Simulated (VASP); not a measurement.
Crystal: MgO.

```
Mg O
1.0
     0.00000    2.30616    2.30616
     2.30616    0.00000    2.30616
     2.30616    2.30616    0.00000
Mg O
1 1
Direct
  0.50000 0.50000 0.50000
  0.75000 0.75000 0.75000
```

Base run:

```yaml
Program: VASP 6.6.1
Functional: PBE
Potentials_or_basis: VASP PAW PBE potentials, release 64 (Mg, O)
Cutoff: 520 eV
k_mesh: 10 × 10 × 10
Occupations: fermi-dirac, width 0.05 eV
Spin: no spin polarisation
```

Its results: band gap on the k mesh 3.47 eV, direct; pressure -0.4 GPa.

Q: The run is repeated on the same cell with these changes: functional from PBE to PBEsol. What comes out?

A: Band gap on the k mesh 3.36 eV, direct; pressure -3.1 GPa.

PBEsol binds more tightly than PBE, so the same cell stands under less pressure.

Caveats: the PAW data sets were made with another functional, which shifts forces and pressure a little (some runs).

